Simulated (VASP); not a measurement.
# Si (Fd-3m) in VASP: notebook, part 2 of 2

VASP 6.6.1. Earlier steps stand in the parts before.

## 3. G0W0 quasiparticle levels, r2SCAN

Contents of POSCAR:

```
Si
1.0
    0.0000000000      2.7155000000      2.7155000000
    2.7155000000      0.0000000000      2.7155000000
    2.7155000000      2.7155000000      0.0000000000
Si
2
Direct
    0.0000000000      0.0000000000      0.0000000000
    0.2500000000      0.2500000000      0.2500000000
```

Contents of INCAR.step1:

```
SYSTEM = Si
  PREC = Accurate
  ENCUT = 500
  EDIFF = 1E-8
  ISMEAR = 0
  SIGMA = 0.01
  LREAL = .False.
  LASPH = .True.
  NELM = 100
  ALGO = Normal
  LWAVE = .True.
  LCHARG = .False.
  METAGGA = R2SCAN
  LMIXTAU = .True.
```

Contents of INCAR.step2:

```
SYSTEM = Si
  PREC = Accurate
  ENCUT = 500
  EDIFF = 1E-8
  ISMEAR = 0
  SIGMA = 0.01
  LREAL = .False.
  LASPH = .True.
  NELM = 1
  ALGO = Exact
  LWAVE = .True.
  LCHARG = .False.
  METAGGA = R2SCAN
  LMIXTAU = .True.
  NBANDS = 34
  LOPTICS = .True.
  ISTART = 1
```

Contents of INCAR.step3:

```
SYSTEM = Si
  PREC = Accurate
  ENCUT = 500
  EDIFF = 1E-8
  ISMEAR = 0
  SIGMA = 0.01
  LREAL = .False.
  LASPH = .True.
  ALGO = EVGW0
  LWAVE = .False.
  LCHARG = .False.
  METAGGA = R2SCAN
  LMIXTAU = .True.
  NELMGW = 1
  NBANDS = 34
  ENCUTGW = 60.0
  NOMEGA = 48
  PRECFOCK = Fast
  ISTART = 1
  NBANDSGW = 12
```

Contents of KPOINTS:

```
Automatic mesh
0
Gamma
  2 2 2
  0 0 0
```

Potentials or basis: VASP PAW PBE potentials, release 64 (Si_GW).

Command:

```console
$ cat potpaw_PBE.64/Si_GW/POTCAR > POTCAR
$ cp INCAR.step1 INCAR
$ mpirun -np 1 vasp_std > vasp.out
$ cp INCAR.step2 INCAR
$ mpirun -np 1 vasp_std > vasp.out
$ cp INCAR.step3 INCAR
$ mpirun -np 1 vasp_std > vasp.out
```

OUTCAR:

```text
SYSTEM = Si
   PREC = Accurate
   ENCUT = 500
   EDIFF = 1E-8
   ISMEAR = 0
   LREAL = .False.
   LASPH = .True.
   METAGGA = R2SCAN
   NELMGW = 1
   ENCUTGW = 60.0
   PRECFOCK = Fast
   ISTART = 1

 ion  position               nearest neighbor table
   1  0.000  0.000  0.000-   2 2.35   2 2.35   2 2.35   2 2.35
   2  0.250  0.250  0.250-   1 2.35   1 2.35   1 2.35   1 2.35

  LATTYP: Found a face centered cubic cell.
 ALAT       =     5.4310000000

  Lattice vectors:

 A1 = (   0.0000000000,   2.7155000000,   2.7155000000)
 A2 = (   2.7155000000,   0.0000000000,   2.7155000000)
 A3 = (   2.7155000000,   2.7155000000,   0.0000000000)

Analysis of symmetry for initial positions (statically):
=====================================================================
 Subroutine PRICEL returns:
 Original cell was already a primitive cell.

 Routine SETGRP: Setting up the symmetry group for a
 face centered cubic supercell.

 Subroutine GETGRP returns: Found 48 space group operations
 (whereof 24 operations were pure point group operations)
 out of a pool of 48 trial point group operations.

The static configuration has the point symmetry T_d .
 The point group associated with its full space group is O_h .

Analysis of symmetry for dynamics (positions and initial velocities):
=====================================================================
 Subroutine PRICEL returns:
 Original cell was already a primitive cell.

 Routine SETGRP: Setting up the symmetry group for a
 face centered cubic supercell.

 Subroutine GETGRP returns: Found 48 space group operations
 (whereof 24 operations were pure point group operations)
 out of a pool of 48 trial point group operations.

The dynamic configuration has the point symmetry T_d .
 The point group associated with its full space group is O_h .

 Subroutine INISYM returns: Found 48 space group operations
 (whereof 24 operations are pure point group operations),
 and found     1 'primitive' translations

----------------------------------------------------------------------------------------

                                     Primitive cell

  volume of cell :      40.0479

  direct lattice vectors                    reciprocal lattice vectors
     0.000000000  2.715500000  2.715500000    -0.184128153  0.184128153  0.184128153
     2.715500000  0.000000000  2.715500000     0.184128153 -0.184128153  0.184128153
     2.715500000  2.715500000  0.000000000     0.184128153  0.184128153 -0.184128153

  length of vectors
     3.840296929  3.840296929  3.840296929     0.318919316  0.318919316  0.318919316

  position of ions in fractional coordinates (direct lattice)
     0.000000000  0.000000000  0.000000000
     0.250000000  0.250000000  0.250000000

  ion indices of the primitive-cell ions
   primitive index   ion index
                 1           1
                 2           2

----------------------------------------------------------------------------------------

 KPOINTS: Automatic mesh

Automatic generation of k-mesh.
 Grid dimensions read from file:
 generate k-points for:    2    2    2

 Generating k-lattice:

  Cartesian coordinates                     Fractional coordinates (reciprocal lattice)
    -0.092064077  0.092064077  0.092064077     0.500000000  0.000000000  0.000000000
     0.092064077 -0.092064077  0.092064077     0.000000000  0.500000000  0.000000000
     0.092064077  0.092064077 -0.092064077     0.000000000  0.000000000  0.500000000

  Length of vectors
     0.159459658  0.159459658  0.159459658

  Shift w.r.t. Gamma in fractional coordinates (k-lattice)
     0.000000000  0.000000000  0.000000000

 Subroutine IBZKPT returns following result:
 ===========================================

 Found      3 irreducible k-points:

 Following reciprocal coordinates:
            Coordinates               Weight
  0.000000  0.000000  0.000000      1.000000
  0.500000  0.000000  0.000000      4.000000
  0.500000  0.500000  0.000000      3.000000
   k-points           NKPTS =      3   k-points in BZ     NKDIM =      8   number of bands    NBANDS=     34
   number of dos      NEDOS =    301   number of ions     NIONS =      2
   total plane-waves  NPLWV =  21952
   dimension x,y,z NGX =    28 NGY =   28 NGZ =   28
   dimension x,y,z NGXF=    56 NGYF=   56 NGZF=   56
   ions per type =               2
   NGX,Y,Z   is equivalent  to a cutoff of  12.12, 12.12, 12.12 a.u.
   NGXF,Y,Z  is equivalent  to a cutoff of  24.24, 24.24, 24.24 a.u.
 SYSTEM =  Si
   PREC   = accura    normal or accurate (medium, high low for compatibility)
   ISTART =      1    job   : 0-new  1-cont  2-samecut
   ICHARG =      0    charge: 1-file 2-atom 10-const
   ISPIN  =      1    spin polarized calculation?
   LNONCOLLINEAR =      F non collinear calculations
   LSORBIT =      F    spin-orbit coupling
   LASPH  =      T    aspherical Exc in radial PAW
   ENCUT  =  500.0 eV  36.75 Ry    6.06 a.u.   7.00  7.00  7.00*2*pi/ulx,y,z
   NELM   =     60;   NELMIN=  2; NELMDL=  0     # of ELM steps
   EDIFF  = 0.1E-07   stopping-criterion for ELM
   LREAL  =      F    real-space projection
   EDIFFG = 0.1E-06   stopping-criterion for IOM
   NSW    =      0    number of steps for IOM
   IBRION =     -1    ionic relax: 0-MD 1-quasi-New 2-CG
   NFREE  =      0    steps in history (QN), initial steepest desc. (CG)
   ISIF   =      0    stress and relaxation
   ISYM   =      3    0-nonsym 1-usesym 2-fastsym
   POTIM  = 0.5000    time-step for ionic-motion
   TEBEG  =    0.0;   TEEND  =   0.0 temperature during run
   PSTRESS=    0.0 pullay stress
   NELECT =       8.0000    total number of electrons
   NUPDOWN=      -1.0000    fix difference up-down
   EMIN   =  10.00;   EMAX   =-10.00  energy-range for DOS
   EFERMI =   0.00;   METHOD = LEGACY
   ISMEAR =     0;   SIGMA  =   0.01  broadening in eV -4-tet -1-fermi 0-gaus
   EFERMI_NEDOS =   21; number of points for ismear=-14 and -15
   IALGO  =     38    algorithm
   IMIX   =      4    mixing-type and parameters
     AMIX     =   0.40;   BMIX     =  1.00
     AMIX_MAG =   1.60;   BMIX_MAG =  1.00
  volume/ion in A,a.u.               =      20.02       135.13
  Fermi-wavevector in a.u.,A,eV,Ry     =   0.956999  1.808467 12.460868  0.915848
  Thomas-Fermi vector in A             =   2.085978
   LORBIT       =      0    0 simple, 1 ext, 2 COOP (PROOUT), +10 PAW based schemes
   METAGGA = R2SCAN    functional components
   LHFCALC =     T    Hartree Fock is set to
   PRECFOCK=fast      Normal, Fast or Accurate (Low or Medium for compatibility)
   ENCUT4O =  -1.0   cutoff for four orbital integrals eV
   NKREDX  =     1    reduce k-point grid by
   NKREDY  =     1    reduce k-point grid by
   NKREDZ  =     1    reduce k-point grid by
   AEXX    =    1.0000 exact exchange contribution
   HFSCREEN=    0.0000 screening length (either q_TF or 0.3 A-1)
   HFSCREENC=   0.0000 screening length for correlation (either q_TF or 0.3 A-1)
   ENCUTFOCK=  -1.0 apply spherical cutoff to Coloumb kernel
   IVDW    =     0    specifies the selected vdW correction
   LEPSILON=     F    determine dielectric tensor
   LRPA    =     F    only Hartree local field effects (RPA)
   LRPAFORCE           =     F    calculate RPA forces
   ENCUTGW             =  60.0    cutoff for response function in eV
   ENCUTGWSOFT         =  48.0    soft cutoff for Coulomb kernel in GW response function in eV
   ENCUTLF             =  -1.0    cutoff for local field effects
   NELMGW              =     1    number of iterations in solving QP/BSE equation
   NELMHF              =     1    number of iterations in the inner HF iteration
   NKREDLFX            =     1    NKREDLFY  =   1   NKREDLFZ  =   1
 non-spin polarized calculation
 Gauss-broadening in eV      SIGMA  =   0.01
  energy-cutoff  :      500.00
  volume of cell :       40.05
 maximum number of plane-waves:      1034
 NGX is ok and might be reduce to    28
  NGX = 16; NGY = 16; NGZ = 16
   NGX = 13   NGY = 13   NGZ = 13
 maximum number of plane-waves:        51
 NGX is ok and might be reduce to    10

 QP shifts <psi_nk| G(iteration)W_0 |psi_nk>: iteration 1
 for sc-GW calculations column KS-energies equals QP-energies in previous step
 and V_xc(KS)=  KS-energies - (<T + V_ion + V_H > + <T+V_H+V_ion>^1  + <V_x>^1)

 k-point   1 :       0.0000    0.0000    0.0000
  band No.  KS-energies  QP-energies   sigma(KS)   V_xc(KS)     V^pw_x(r,r')   Z            occupation Imag(sigma)

      1      -6.8918      -6.7160     -10.8080     -11.0558     -17.3078       0.7097       2.0000       1.1554
      2       5.6387       5.6275     -11.6439     -11.6298     -14.4661       0.7988       2.0000       0.1068
      3       5.6387       5.6275     -11.6439     -11.6298     -14.4661       0.7988       2.0000       0.1068
      4       5.6387       5.6275     -11.6439     -11.6298     -14.4661       0.7988       2.0000       0.1068
      5       8.3368       8.7639      -9.3330      -9.8696      -4.8383       0.7960       0.0000      -0.0835
      6       8.3368       8.7639      -9.3330      -9.8696      -4.8383       0.7960       0.0000      -0.0835
      7       8.3368       8.7639      -9.3330      -9.8696      -4.8383       0.7960       0.0000      -0.0835
      8       9.6632      10.0203      -9.9231     -10.3671      -4.8423       0.8042       0.0000      -0.1891
      9      13.6165      14.2260      -8.9563      -9.7211      -4.0916       0.7969       0.0000      -0.1214
     10      13.6165      14.2260      -8.9563      -9.7211      -4.0916       0.7969       0.0000      -0.1214
     11      14.0638      13.5640      -7.5770      -6.9491      -2.2669       0.7961       0.0000      -0.2750
     12      17.4949      17.0198      -7.9426      -7.3777      -1.9721       0.8412       0.0000      -0.6915
[... 20 lines left out ...]
      1      -2.5150      -2.5464     -11.3292     -11.2898     -15.9810       0.7979       2.0000       0.5752
      2      -2.5150      -2.5464     -11.3292     -11.2898     -15.9810       0.7979       2.0000       0.5752
      3       2.5964       2.5744     -10.9431     -10.9158     -14.0576       0.8050       2.0000       0.1809
      4       2.5964       2.5744     -10.9431     -10.9158     -14.0576       0.8050       2.0000       0.1809
      5       6.4297       6.6061      -8.4674      -8.6833      -4.1584       0.8173       0.0000      -0.0643
      6       6.4297       6.6061      -8.4674      -8.6833      -4.1584       0.8173       0.0000      -0.0643
      7      16.5046      16.8161      -9.5577      -9.9627      -3.6552       0.7690       0.0000      -0.4738
      8      16.5046      16.8161      -9.5577      -9.9627      -3.6552       0.7690       0.0000      -0.4738
      9      17.1995      17.6600      -9.4431     -10.0313      -4.2623       0.7829       0.0000      -0.3474
     10      17.1995      17.6600      -9.4431     -10.0313      -4.2623       0.7829       0.0000      -0.3474
     11      18.7095      19.1306      -9.0351      -9.5479      -3.3612       0.8213       0.0000      -0.6119
     12      18.7095      19.1306      -9.0351      -9.5479      -3.3612       0.8213       0.0000      -0.6119
```

Wall time 53 s (1 thread of Intel Xeon Platinum 8488C (Sapphire Rapids), shared host); peak memory 0.25 GiB.

Results:

* Band gap on the k mesh, mean-field level: 0.79 eV, indirect (least direct gap 2.70 eV)
* Quasiparticle gap: 0.98 eV
* Least direct quasiparticle gap: 3.14 eV

Caveat: the k points lie up to 1.00 Å⁻¹ apart; bands, screening cutoff and mesh are small and nothing is extrapolated, so the quasiparticle values aren't converged. A k mesh can miss the band edges.
